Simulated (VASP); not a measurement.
# Cs (Im-3m) in VASP: settings compared

Cs is run at these levels: PBE, r2SCAN; tasks: single point.

Everything below comes from runs of VASP 6.6.1. Logs are shortened: lines on timing, memory, paths and dates and some standing lists are left out, and cuts for length are marked.

## (1) The cell of the first run

The structure is cubic, space group Im-3m (No. 229). The conventional cell has a = 6.181 Å, b = 6.181 Å, c = 6.181 Å, α = 90.00°, β = 90.00°, γ = 90.00°.

## (2) Single point, PBE

File INCAR:

```
PREC = Accurate
ENCUT = 520
EDIFF = 1E-6
ISMEAR = 0
SIGMA = 0.05
LREAL = F
LASPH = T
NELM = 80
ALGO = Fast
ISIF = 2
LWAVE = F
LCHARG = F
GGA = PE
NBANDS = 10
```

File KPOINTS:

```
regular mesh
0
Gamma
  6 6 6
```

File POSCAR:

```
Cs
1.0
   -3.0905813913      3.0905813913      3.0905813913
    3.0905813913     -3.0905813913      3.0905813913
    3.0905813913      3.0905813913     -3.0905813913
Cs
1
Direct
    0.0000000000      0.0000000000      0.0000000000
```

Potentials or basis: VASP PAW PBE potentials, release 64 (Cs_sv).

Command:

```sh
$ cat potpaw_PBE.64/Cs_sv/POTCAR > POTCAR
$ mpirun -np 1 vasp_std > vasp.out
```

OUTCAR:

```text
PREC = Accurate
   ENCUT = 520
   EDIFF = 1E-6
   ISMEAR = 0
   LREAL = F
   LASPH = T
   NELM = 80
   ISIF = 2
   GGA = PE

 ion  position               nearest neighbor table
   1  0.000  0.000  0.000-

  LATTYP: Found a body centered cubic cell.
 ALAT       =     6.1811627826

  Lattice vectors:

 A1 = (  -3.0905813913,   3.0905813913,   3.0905813913)
 A2 = (   3.0905813913,  -3.0905813913,   3.0905813913)
 A3 = (   3.0905813913,   3.0905813913,  -3.0905813913)

Analysis of symmetry for initial positions (statically):
=====================================================================
 Subroutine PRICEL returns:
 Original cell was already a primitive cell.

 Routine SETGRP: Setting up the symmetry group for a
 body centered cubic supercell.

 Subroutine GETGRP returns: Found 48 space group operations
[... 9 lines left out ...]

 Routine SETGRP: Setting up the symmetry group for a
 body centered cubic supercell.

 Subroutine GETGRP returns: Found 48 space group operations
[... 11 lines left out ...]
                                     Primitive cell

  volume of cell :     118.0811

  direct lattice vectors                    reciprocal lattice vectors
    -3.090581391  3.090581391  3.090581391     0.000000000  0.161781858  0.161781858
     3.090581391 -3.090581391  3.090581391     0.161781858  0.000000000  0.161781858
     3.090581391  3.090581391 -3.090581391     0.161781858  0.161781858  0.000000000

  length of vectors
     5.353043995  5.353043995  5.353043995     0.228794098  0.228794098  0.228794098

  position of ions in fractional coordinates (direct lattice)
     0.000000000  0.000000000  0.000000000

  ion indices of the primitive-cell ions
   primitive index   ion index
                 1           1

----------------------------------------------------------------------------------------

 KPOINTS: regular mesh

Automatic generation of k-mesh.
 Grid dimensions read from file:
 generate k-points for:    6    6    6

 Generating k-lattice:

  Cartesian coordinates                     Fractional coordinates (reciprocal lattice)
     0.000000000  0.026963643  0.026963643     0.166666667  0.000000000  0.000000000
     0.026963643  0.000000000  0.026963643     0.000000000  0.166666667  0.000000000
     0.026963643  0.026963643  0.000000000     0.000000000  0.000000000  0.166666667

  Length of vectors
     0.038132350  0.038132350  0.038132350

  Shift w.r.t. Gamma in fractional coordinates (k-lattice)
     0.000000000  0.000000000  0.000000000

 Subroutine IBZKPT returns following result:
 ===========================================

 Found     16 irreducible k-points:

 Following reciprocal coordinates:
            Coordinates               Weight
  0.000000  0.000000  0.000000      1.000000
  0.166667  0.000000  0.000000     12.000000
  0.333333  0.000000  0.000000     12.000000
  0.500000  0.000000  0.000000      6.000000
  0.166667  0.166667  0.000000     24.000000
  0.333333  0.166667 -0.000000     48.000000
  0.333333  0.333333  0.000000      8.000000
  0.166667  0.166667  0.166667      8.000000
  0.333333  0.166667  0.166667     12.000000
 -0.166667  0.166667  0.166667      6.000000
 -0.333333  0.333333  0.166667     24.000000
  0.500000  0.500000  0.166667     12.000000
 -0.333333  0.500000  0.166667     24.000000
 -0.333333  0.333333  0.333333      6.000000
  0.500000  0.500000  0.333333     12.000000
  0.500000  0.500000  0.500000      1.000000
   k-points           NKPTS =     16   k-points in BZ     NKDIM =     16   number of bands    NBANDS=     10
   number of dos      NEDOS =    301   number of ions     NIONS =      1
   total plane-waves  NPLWV =  64000
   dimension x,y,z NGX =    40 NGY =   40 NGZ =   40
   dimension x,y,z NGXF=    80 NGYF=   80 NGZF=   80
   ions per type =               1
   NGX,Y,Z   is equivalent  to a cutoff of  12.42, 12.42, 12.42 a.u.
   NGXF,Y,Z  is equivalent  to a cutoff of  24.85, 24.85, 24.85 a.u.
 SYSTEM =  unknown system
   PREC   = accura    normal or accurate (medium, high low for compatibility)
   ISTART =      0    job   : 0-new  1-cont  2-samecut
   ICHARG =      2    charge: 1-file 2-atom 10-const
   ISPIN  =      1    spin polarized calculation?
   LNONCOLLINEAR =      F non collinear calculations
   LSORBIT =      F    spin-orbit coupling
   LASPH  =      T    aspherical Exc in radial PAW
   ENCUT  =  520.0 eV  38.22 Ry    6.18 a.u.   9.95  9.95  9.95*2*pi/ulx,y,z
   NELM   =     80;   NELMIN=  2; NELMDL= -5     # of ELM steps
   EDIFF  = 0.1E-05   stopping-criterion for ELM
   LREAL  =      F    real-space projection
   EDIFFG = 0.1E-04   stopping-criterion for IOM
   NSW    =      0    number of steps for IOM
   IBRION =     -1    ionic relax: 0-MD 1-quasi-New 2-CG
   NFREE  =      0    steps in history (QN), initial steepest desc. (CG)
   ISIF   =      2    stress and relaxation
   ISYM   =      2    0-nonsym 1-usesym 2-fastsym
   POTIM  = 0.5000    time-step for ionic-motion
[... 128 lines left out ...]
      2     -10.3162      2.00000
      3     -10.3162      2.00000
      4     -10.2456      2.00000
      5       1.2373      0.00000
      6       1.2758      0.00000
      7       1.2758      0.00000
      8       3.6340      0.00000
      9       3.8711      0.00000
     10       3.8711      0.00000

 k-point     8 :       0.1667    0.1667    0.1667
  band No.  band energies     occupation
      1     -23.4774      2.00000
      2     -10.3286      2.00000
      3     -10.2580      2.00000
      4     -10.2580      2.00000
      5       0.2756      1.99976
      6       1.6843      0.00000
      7       1.6843      0.00000
      8       3.8529      0.00000
      9       4.0058      0.00000
     10       4.0058      0.00000

 k-point     9 :       0.3333    0.1667    0.1667
  band No.  band energies     occupation
      1     -23.4766      2.00000
      2     -10.3228      2.00000
      3     -10.2864      2.00000
      4     -10.2603      2.00000
      5       1.0250      0.00000
      6       1.2647      0.00000
      7       1.5908      0.00000
      8       3.1624      0.00000
      9       4.1282      0.00000
     10       4.1987      0.00000

 k-point    10 :      -0.1667    0.1667    0.1667
  band No.  band energies     occupation
      1     -23.4799      2.00000
      2     -10.2680      2.00000
      3     -10.2513      2.00000
      4     -10.2513      2.00000
      5      -0.6895      2.00000
      6       2.5751      0.00000
      7       2.6260      0.00000
      8       2.6260      0.00000
      9       3.1990      0.00000
     10       4.1028      0.00000

 k-point    11 :      -0.3333    0.3333    0.1667
  band No.  band energies     occupation
      1     -23.4771      2.00000
      2     -10.3188      2.00000
      3     -10.2729      2.00000
      4     -10.2539      2.00000
      5       0.0392      2.00000
      6       1.7235      0.00000
      7       2.3991      0.00000
      8       2.8224      0.00000
      9       3.8530      0.00000
     10       3.9329      0.00000

 k-point    12 :       0.5000    0.5000    0.1667
  band No.  band energies     occupation
      1     -23.4757      2.00000
      2     -10.3461      2.00000
      3     -10.2837      2.00000
      4     -10.2527      2.00000
      5       0.7270      0.00000
      6       1.1813      0.00000
      7       2.2750      0.00000
      8       2.6830      0.00000
      9       3.9660      0.00000
     10       5.0099      0.00000

 k-point    13 :      -0.3333    0.5000    0.1667
  band No.  band energies     occupation
      1     -23.4751      2.00000
      2     -10.3307      2.00000
      3     -10.3028      2.00000
      4     -10.2621      2.00000
      5       0.8012      0.00000
      6       1.3583      0.00000
      7       1.9279      0.00000
      8       3.1611      0.00000
      9       3.4833      0.00000
     10       4.6974      0.00000

 k-point    14 :      -0.3333    0.3333    0.3333
  band No.  band energies     occupation
      1     -23.4746      2.00000
      2     -10.3124      2.00000
      3     -10.2961      2.00000
      4     -10.2961      2.00000
      5       0.6179      0.00000
      6       1.4534      0.00000
      7       2.7786      0.00000
      8       2.7786      0.00000
      9       3.0361      0.00000
     10       4.0797      0.00000

 k-point    15 :       0.5000    0.5000    0.3333
  band No.  band energies     occupation
      1     -23.4734      2.00000
      2     -10.3284      2.00000
      3     -10.3076      2.00000
      4     -10.2975      2.00000
      5       1.0939      0.00000
      6       1.1278      0.00000
      7       2.4714      0.00000
      8       2.8836      0.00000
      9       3.5498      0.00000
     10       4.8267      0.00000

 k-point    16 :       0.5000    0.5000    0.5000
  band No.  band energies     occupation
      1     -23.4722      2.00000
      2     -10.3194      2.00000
      3     -10.3194      2.00000
      4     -10.3194      2.00000
      5       1.0594      0.00000
      6       1.0594      0.00000
      7       3.3339      0.00000
      8       3.3339      0.00000
      9       3.3340      0.00000
     10       4.7438      0.00000

------------------------ aborting loop because EDIFF is reached ----------------------------------------

  FORCE on cell =-STRESS in cart. coord.  units (eV):
  Direction    XX          YY          ZZ          XY          YZ          ZX
  --------------------------------------------------------------------------------------
  -------------------------------------------------------------------------------------
  Total       -0.0132052     -0.0132052     -0.0132052     -0.0000000     -0.0000000      0.0000000
  in kB       -0.1791739     -0.1791739     -0.1791739     -0.0000000     -0.0000000      0.0000000
  external PRESSURE =      -0.1791739 kB  Pullay stress =       0.0000000 kB

 VOLUME and BASIS-vectors are now :
 -----------------------------------------------------------------------------
  energy-cutoff  :      520.00
  volume of cell :      118.08
      direct lattice vectors                 reciprocal lattice vectors
    -3.090581391  3.090581391  3.090581391     0.000000000  0.161781858  0.161781858
     3.090581391 -3.090581391  3.090581391     0.161781858  0.000000000  0.161781858
     3.090581391  3.090581391 -3.090581391     0.161781858  0.161781858  0.000000000

 POSITION                                       TOTAL-FORCE (eV/Angst)
 -----------------------------------------------------------------------------------
      0.00000      0.00000      0.00000        -0.000000     -0.000000      0.000000
 -----------------------------------------------------------------------------------
    total drift:                               -0.000000      0.000000     -0.000000

  FREE ENERGIE OF THE ION-ELECTRON SYSTEM (eV)
  ---------------------------------------------------
  free  energy   TOTEN  =        -0.8370176488 eV

  energy  without entropy=       -0.8303464312  energy(sigma->0) =       -0.83368204
```

Wall time 13 s (1 thread of Intel Xeon Platinum 8375C at 2.90GHz (Ice Lake), shared host); peak memory 0.22 GiB.

What came out:

```
Free energy : -0.8370 eV
Pressure    : 0.0 GPa
```

Caveat: spin-orbit coupling is left out, which moves the levels of the heavy elements.

## (3) Single point, r2SCAN

POSCAR is that of step 2.

File INCAR.step1:

```
SYSTEM = Cs
PREC = Accurate
ENCUT = 520
ISMEAR = 0
SIGMA = 0.05
LREAL = .False.
LASPH = .True.
NELM = 100
NBANDS = 10
GGA = PE
ALGO = Normal
EDIFF = 1E-4
LWAVE = .True.
LCHARG = .False.
```

File INCAR.step2:

```
SYSTEM = Cs
PREC = Accurate
ENCUT = 520
EDIFF = 1E-6
ISMEAR = 0
SIGMA = 0.05
LREAL = .False.
LASPH = .True.
NELM = 100
ALGO = Normal
ISIF = 2
LWAVE = .False.
LCHARG = .True.
METAGGA = R2SCAN
LMIXTAU = .True.
LELF = .True.
LVHAR = .True.
NBANDS = 10
ISTART = 1
```

File KPOINTS:

```
regular mesh
0
Gamma
  10 10 10
  0 0 0
```

Potentials or basis: VASP PAW PBE potentials, release 64 (Cs_sv).

Command:

```sh
$ cat potpaw_PBE.64/Cs_sv/POTCAR > POTCAR
$ cp INCAR.step1 INCAR
$ mpirun -np 1 vasp_std > vasp.out
$ cp INCAR.step2 INCAR
$ mpirun -np 1 vasp_std > vasp.out
```

Wall time 2.7 min (1 thread of Intel Xeon Platinum 8375C at 2.90GHz (Ice Lake), shared host); peak memory 0.27 GiB.

The run converged. Its results:

- Free energy: -25.0145 eV
- Pressure: 0.1 GPa

Levels at points of the mesh, in eV from the Fermi level:
| k point | band 1 | band 2 | band 3 | band 4 | band 5 | band 6 | band 7 | band 8 | band 9 |
| --- | --- | --- | --- | --- | --- | --- | --- | --- | --- |
| (0.00, 0.00, 0.00) | -24.83 | -11.20 | -11.20 | -11.20 | -1.77 | 2.77 | 2.77 | 2.77 | 3.63 |
| (0.50, 0.00, 0.00) | -24.82 | -11.33 | -11.24 | -11.20 | 0.09 | 0.76 | 1.83 | 3.52 | 4.12 |
| (0.50, 0.50, 0.50) | -24.82 | -11.29 | -11.29 | -11.29 | 0.65 | 0.65 | 3.17 | 3.17 | 3.17 |

Caveat: the PAW data sets were made with another functional, which shifts forces and pressure a little; spin-orbit coupling is left out, which moves the levels of the heavy elements.

## (4) Single point, r2SCAN

This run uses another cell than the first one, of 118.55 Å³/atom, 1.004 times its volume.

File POSCAR:

```
Cs
1.0
   -3.0946966843      3.0946966843      3.0946966843
    3.0946966843     -3.0946966843      3.0946966843
    3.0946966843      3.0946966843     -3.0946966843
Cs
1
Direct
    0.0000000000      0.0000000000      0.0000000000
```

File INCAR.step1:

```
SYSTEM = Cs
ALGO     = Normal         ! electronic algorithm
EDIFF    = 1E-4           ! SCF threshold, eV
ENCUT    = 520            ! plane-wave cutoff, eV
GGA      = PE             ! functional
ISMEAR   = 0              ! smearing method
LASPH    = .True.         ! aspherical terms in the spheres
LCHARG   = .False.        ! write CHGCAR
LREAL    = .False.        ! projectors in reciprocal space
LWAVE    = .True.         ! write WAVECAR
NBANDS   = 10             ! bands
NELM     = 100            ! most SCF steps
PREC     = Accurate       ! precision mode
SIGMA    = 0.05           ! smearing width, eV
```

File INCAR.step2:

```
SYSTEM = Cs
ALGO     = Normal         ! electronic algorithm
EDIFF    = 1E-7           ! SCF threshold, eV
ENCUT    = 520            ! plane-wave cutoff, eV
ISIF     = 2              ! what is computed and relaxed
ISMEAR   = 0              ! smearing method
ISTART   = 1            
LASPH    = .True.         ! aspherical terms in the spheres
LCHARG   = .True.         ! write CHGCAR
LELF     = .True.         ! ELF
LMIXTAU  = .True.       
LREAL    = .False.        ! projectors in reciprocal space
LVHAR    = .True.       
LWAVE    = .False.        ! write WAVECAR
METAGGA  = R2SCAN         ! meta-GGA
NBANDS   = 10             ! bands
NELM     = 100            ! most SCF steps
PREC     = Accurate       ! precision mode
SIGMA    = 0.05           ! smearing width, eV
```

File KPOINTS:

```
k-points
0
Gamma
  10 10 10
  0 0 0
```

Command:

```sh
$ cat potpaw_PBE.64/Cs_sv/POTCAR > POTCAR
$ cp INCAR.step1 INCAR
$ mpirun -np 1 vasp_std > vasp.out
$ cp INCAR.step2 INCAR
$ mpirun -np 1 vasp_std > vasp.out
```

Run time: 2.8 min. Hardware: 1 thread of Intel Xeon Platinum 8375C at 2.90GHz (Ice Lake), shared host; peak memory 0.27 GiB.

The run converged. Its results:

* Free energy: -25.0148 eV
* Pressure: 0.1 GPa

Levels at points of the mesh, in eV from the Fermi level:
```csv
k point,band 1,band 2,band 3,band 4,band 5,band 6,band 7,band 8,band 9
"(0.00, 0.00, 0.00)",-24.83,-11.20,-11.20,-11.20,-1.77,2.77,2.77,2.77,3.63
"(0.50, 0.00, 0.00)",-24.83,-11.33,-11.24,-11.20,0.09,0.75,1.83,3.52,4.11
"(0.50, 0.50, 0.50)",-24.82,-11.29,-11.29,-11.29,0.65,0.65,3.16,3.16,3.16
```

Caveat: the PAW data sets were made with another functional, which shifts forces and pressure a little; spin-orbit coupling is left out, which moves the levels of the heavy elements.

## (5) Single point, r2SCAN

This run uses another cell than the first one, of 124.09 Å³/atom, 1.051 times its volume.

File POSCAR:

```
Cs
1.0
   -3.1421219860      3.1421219860      3.1421219860
    3.1421219860     -3.1421219860      3.1421219860
    3.1421219860      3.1421219860     -3.1421219860
Cs
1
Direct
    0.0000000000      0.0000000000      0.0000000000
```

File INCAR.step1:

```
  PREC = Accurate
  ENCUT = 520
  ISMEAR = 0
  SIGMA = 0.05
  LREAL = F
  LASPH = T
  NELM = 80
  NBANDS = 10
  GGA = PE
  ALGO = Normal
  EDIFF = 1E-4
  LWAVE = T
  LCHARG = F
```

File INCAR.step2:

```
  PREC = Accurate
  ENCUT = 520
  EDIFF = 1E-6
  ISMEAR = 0
  SIGMA = 0.05
  LREAL = F
  LASPH = T
  NELM = 80
  ALGO = Normal
  ISIF = 2
  LWAVE = F
  LCHARG = F
  METAGGA = R2SCAN
  LMIXTAU = T
  NBANDS = 10
  ISTART = 1
```

File KPOINTS:

```
regular mesh
0
Gamma
  10 10 10
```

Command:

```sh
$ cat potpaw_PBE.64/Cs_sv/POTCAR > POTCAR
$ cp INCAR.step1 INCAR
$ mpirun -np 1 vasp_std > vasp.out
$ cp INCAR.step2 INCAR
$ mpirun -np 1 vasp_std > vasp.out
```

Run time: 2.9 min. Hardware: 1 thread of Intel Xeon Platinum 8375C at 2.90GHz (Ice Lake), shared host; peak memory 0.27 GiB.

Results (log left out):

```
Free energy : -25.0162 eV
Pressure    : 0.0 GPa
```

Levels at points of the mesh, in eV from the Fermi level:
```
           k point  band 1  band 2  band 3  band 4  band 5  band 6  band 7  band 8  band 9
(0.00, 0.00, 0.00)  -24.86  -11.23  -11.23  -11.23   -1.72    2.75    2.75    2.75    3.58
(0.50, 0.00, 0.00)  -24.85  -11.34  -11.27  -11.23    0.12    0.71    1.84    3.45    4.04
(0.50, 0.50, 0.50)  -24.85  -11.31  -11.31  -11.31    0.70    0.70    3.04    3.04    3.04
```

Caveat: the PAW data sets were made with another functional, which shifts forces and pressure a little; spin-orbit coupling is left out, which moves the levels of the heavy elements.

## (6) Summary

```tsv
level	cell	k mesh	gap on the mesh (eV)	pressure (GPa)
PBE	a = 5.353 Å, angles 109.5°, 1 atom	6 × 6 × 6	none	0.0
r2SCAN	a = 5.353 Å, angles 109.5°, 1 atom	10 × 10 × 10	none	0.1
r2SCAN	a = 5.360 Å, angles 109.5°, 1 atom	10 × 10 × 10	none	0.1
r2SCAN	a = 5.442 Å, angles 109.5°, 1 atom	10 × 10 × 10	none	0.0
```

Alike in all rows: task single point; potentials or basis VASP PAW PBE potentials, release 64 (Cs_sv); no spin polarisation; cutoff (eV) 520; smearing gaussian 0.05 eV.

Caveats: spin-orbit coupling is left out, which moves the levels of the heavy elements; the PAW data sets were made with another functional, which shifts forces and pressure a little (some runs).

Absolute energies hang on the potentials; compare differences alone.
